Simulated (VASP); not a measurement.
# InAs (F-43m) in VASP: a series of runs, part 2 of 2

VASP 6.6.1.

### Step 3. Single point, r2SCAN, non-collinear spin, zero start, spin-orbit coupling (strain +4.0%)

POSCAR

```
InAs
1.0
    0.0000000000      3.1767740920      3.1767740920
    3.1767740920      0.0000000000      3.1767740920
    3.1767740920      3.1767740920      0.0000000000
In As
1 1
Direct
    0.0000000000      0.0000000000      0.0000000000
    0.2500000000      0.2500000000      0.2500000000
```

INCAR.step1

```
ALGO = Normal ; EDIFF = 1E-4
ENCUT = 520 ; GGA = PE
GGA_COMPAT = False ; ISMEAR = -1
LASPH = True ; LCHARG = False
LNONCOLLINEAR = True ; LREAL = False
LSORBIT = True ; LWAVE = True
MAGMOM = 0 0 0 0 0 0 ; NBANDS = 30
NELM = 150 ; PREC = Accurate
SIGMA = 0.02
```

INCAR.step2

```
ALGO = Normal ; EDIFF = 1E-6
ENCUT = 520 ; GGA_COMPAT = False
ISIF = 2 ; ISMEAR = -1
ISTART = 1 ; LASPH = True
LCHARG = False ; LMIXTAU = True
LNONCOLLINEAR = True ; LORBIT = 11
LORBMOM = True ; LREAL = False
LSORBIT = True ; LWAVE = False
MAGMOM = 0 0 0 0 0 0 ; METAGGA = R2SCAN
NBANDS = 30 ; NELM = 150
PREC = Accurate ; SIGMA = 0.02
```

KPOINTS

```
k-points
0
Gamma
  8 8 8
```

Potentials or basis: VASP PAW PBE potentials, release 64 (In_d, As).

Run with:

```sh
$ cat potpaw_PBE.64/In_d/POTCAR potpaw_PBE.64/As/POTCAR > POTCAR
$ cp INCAR.step1 INCAR
$ mpirun -np 1 vasp_ncl > vasp.out
$ cp INCAR.step2 INCAR
$ mpirun -np 1 vasp_ncl > vasp.out
```

OUTCAR:

```text
EDIFF = 1E-6
   ENCUT = 520
   ISIF = 2
   ISMEAR = -1
   ISTART = 1
   LASPH = True
   LNONCOLLINEAR = True
   LORBIT = 11
   LREAL = False
   LSORBIT = True
   METAGGA = R2SCAN
   NELM = 150
   PREC = Accurate

 ion  position               nearest neighbor table
   1  0.000  0.000  0.000-   2 2.75   2 2.75   2 2.75   2 2.75
   2  0.250  0.250  0.250-   1 2.75   1 2.75   1 2.75   1 2.75

  LATTYP: Found a face centered cubic cell.
 ALAT       =     6.3535481840

  Lattice vectors:

 A1 = (   0.0000000000,   3.1767740920,   3.1767740920)
 A2 = (   3.1767740920,   0.0000000000,   3.1767740920)
 A3 = (   3.1767740920,   3.1767740920,   0.0000000000)

Analysis of symmetry for initial positions (statically):
=====================================================================
 Subroutine PRICEL returns:
 Original cell was already a primitive cell.

 Routine SETGRP: Setting up the symmetry group for a
 face centered cubic supercell.

 Subroutine GETGRP returns: Found 24 space group operations
 (whereof 24 operations were pure point group operations)
 out of a pool of 48 trial point group operations.

The static configuration has the point symmetry T_d .

Analysis of symmetry for dynamics (positions and initial velocities):
=====================================================================
 Subroutine PRICEL returns:
 Original cell was already a primitive cell.

 Routine SETGRP: Setting up the symmetry group for a
 face centered cubic supercell.

 Subroutine GETGRP returns: Found 24 space group operations
 (whereof 24 operations were pure point group operations)
 out of a pool of 48 trial point group operations.

The dynamic configuration has the point symmetry T_d .

Analysis of structural, dynamic, and magnetic symmetry:
=====================================================================
 Subroutine PRICEL returns:
 Original cell was already a primitive cell.

 Routine SETGRP: Setting up the symmetry group for a
 face centered cubic supercell.

 Subroutine GETGRP returns: Found 24 space group operations
 (whereof 24 operations were pure point group operations)
 out of a pool of 48 trial point group operations.

The overall configuration has the point symmetry T_d .

 Subroutine INISYM returns: Found 24 space group operations
 (whereof 24 operations are pure point group operations),
 and found     1 'primitive' translations

----------------------------------------------------------------------------------------

                                     Primitive cell

  volume of cell :      64.1193

  direct lattice vectors                    reciprocal lattice vectors
     0.000000000  3.176774092  3.176774092    -0.157392369  0.157392369  0.157392369
     3.176774092  0.000000000  3.176774092     0.157392369 -0.157392369  0.157392369
     3.176774092  3.176774092  0.000000000     0.157392369  0.157392369 -0.157392369

  length of vectors
     4.492637006  4.492637006  4.492637006     0.272611580  0.272611580  0.272611580

  position of ions in fractional coordinates (direct lattice)
     0.000000000  0.000000000  0.000000000
[... 936 lines left out ...]
  --------------------------------------------------------------------------------------
  -------------------------------------------------------------------------------------
  Total       -2.0616290     -2.0616290     -2.0616290      0.0000000      0.0000000      0.0000000
  in kB      -51.5148099    -51.5148099    -51.5148099      0.0000000      0.0000000      0.0000000
  external PRESSURE =     -51.5148099 kB  Pullay stress =       0.0000000 kB

 VOLUME and BASIS-vectors are now :
 -----------------------------------------------------------------------------
  energy-cutoff  :      520.00
  volume of cell :       64.12
      direct lattice vectors                 reciprocal lattice vectors
     0.000000000  3.176774092  3.176774092    -0.157392369  0.157392369  0.157392369
     3.176774092  0.000000000  3.176774092     0.157392369 -0.157392369  0.157392369
     3.176774092  3.176774092  0.000000000     0.157392369  0.157392369 -0.157392369

 POSITION                                       TOTAL-FORCE (eV/Angst)
 -----------------------------------------------------------------------------------
      0.00000      0.00000      0.00000         0.000000      0.000000      0.000000
      1.58839      1.58839      1.58839        -0.000000     -0.000000     -0.000000
 -----------------------------------------------------------------------------------
    total drift:                               -0.000000     -0.000000     -0.000000

  FREE ENERGIE OF THE ION-ELECTRON SYSTEM (eV)
  ---------------------------------------------------
  free  energy   TOTEN  =       -37.9790987527 eV

  energy  without entropy=      -37.9789876532  energy(sigma->0) =      -37.97904320

 orbital moment (x)

 # of ion     p       d       tot
 ----------------------------------------
  1        -0.000  -0.000  -0.000
  2         0.000   0.000   0.000
 ----------------------------------------
           -0.000  -0.000  -0.000

 orbital moment (y)

 # of ion     p       d       tot
 ----------------------------------------
  1        -0.000   0.000  -0.000
  2         0.000   0.000   0.000
 ----------------------------------------
           -0.000   0.000  -0.000

 orbital moment (z)

 # of ion     p       d       tot
 ----------------------------------------
  1         0.000   0.000   0.000
  2         0.000   0.000   0.000
 ----------------------------------------
            0.000   0.000   0.000

 Spin-Orbit-Coupling matrix elements

 Ion:    1  E_soc:     -0.0651958
 l=   1
     0.0000000    -0.0047033    -0.0047033
    -0.0047033     0.0000000    -0.0047033
    -0.0047033    -0.0047033     0.0000000
 l=   2
     0.0000000    -0.0012371     0.0000000    -0.0012371    -0.0049255
    -0.0012371     0.0000000    -0.0036942    -0.0012371    -0.0012314
     0.0000000    -0.0036942     0.0000000    -0.0036942     0.0000000
    -0.0012371    -0.0012371    -0.0036942     0.0000000    -0.0012314
    -0.0049255    -0.0012314     0.0000000    -0.0012314     0.0000000
 l=   3
     0.0000000     0.0000000     0.0000000     0.0000000     0.0000000     0.0000000     0.0000000
     0.0000000     0.0000000     0.0000000     0.0000000     0.0000000     0.0000000     0.0000000
     0.0000000     0.0000000     0.0000000     0.0000000     0.0000000     0.0000000     0.0000000
     0.0000000     0.0000000     0.0000000     0.0000000     0.0000000     0.0000000     0.0000000
     0.0000000     0.0000000     0.0000000     0.0000000     0.0000000     0.0000000     0.0000000
     0.0000000     0.0000000     0.0000000     0.0000000     0.0000000     0.0000000     0.0000000
     0.0000000     0.0000000     0.0000000     0.0000000     0.0000000     0.0000000     0.0000000

 Ion:    2  E_soc:     -0.0261606
 l=   1
     0.0000000    -0.0043582    -0.0043582
    -0.0043582     0.0000000    -0.0043582
    -0.0043582    -0.0043582     0.0000000
 l=   2
     0.0000000    -0.0000011     0.0000000    -0.0000011    -0.0000007
    -0.0000011     0.0000000    -0.0000006    -0.0000011    -0.0000002
     0.0000000    -0.0000006     0.0000000    -0.0000006     0.0000000
    -0.0000011    -0.0000011    -0.0000006     0.0000000    -0.0000002
    -0.0000007    -0.0000002     0.0000000    -0.0000002     0.0000000
 l=   3
     0.0000000     0.0000000     0.0000000     0.0000000     0.0000000     0.0000000     0.0000000
     0.0000000     0.0000000     0.0000000     0.0000000     0.0000000     0.0000000     0.0000000
     0.0000000     0.0000000     0.0000000     0.0000000     0.0000000     0.0000000     0.0000000
     0.0000000     0.0000000     0.0000000     0.0000000     0.0000000     0.0000000     0.0000000
     0.0000000     0.0000000     0.0000000     0.0000000     0.0000000     0.0000000     0.0000000
     0.0000000     0.0000000     0.0000000     0.0000000     0.0000000     0.0000000     0.0000000
     0.0000000     0.0000000     0.0000000     0.0000000     0.0000000     0.0000000     0.0000000

 total charge

# of ion       s       p       d       tot
------------------------------------------
    1        0.840   0.629   9.874  11.343
    2        1.226   1.518   0.016   2.760
--------------------------------------------------
tot          2.065   2.147   9.890  14.102

 magnetization (x)

# of ion       s       p       d       tot
------------------------------------------
    1       -0.000   0.000   0.000  -0.000
    2       -0.000   0.000  -0.000   0.000
--------------------------------------------------
tot         -0.000   0.000   0.000   0.000

 magnetization (y)

# of ion       s       p       d       tot
------------------------------------------
    1       -0.000  -0.000   0.000  -0.000
    2       -0.000  -0.000   0.000  -0.000
--------------------------------------------------
tot         -0.000  -0.000   0.000  -0.000

 magnetization (z)

# of ion       s       p       d       tot
------------------------------------------
    1       -0.000   0.000   0.000  -0.000
    2       -0.000   0.000   0.000   0.000
--------------------------------------------------
tot         -0.000   0.000   0.000   0.000
```

It took 7.5 min on 1 thread of Intel Xeon 6975P-C (Granite Rapids), shared host; peak memory 0.52 GiB.

Results:

```
Free energy                                           : -37.9791 eV
Pressure                                              : -5.2 GPa
Net moment                                            : 0.00 μB per cell
Valence electrons inside the program's atomic spheres : In 11.34; As 2.76
```

Moments on the atoms (μB; x, y, z):
```
In  0.00 0.00 0.00
As  0.00 0.00 0.00
```

Caveat: the cell differs from its parent crystal (strain +4.0%); the cell stands under tension; the PAW data sets were made with another functional, which shifts forces and pressure a little.
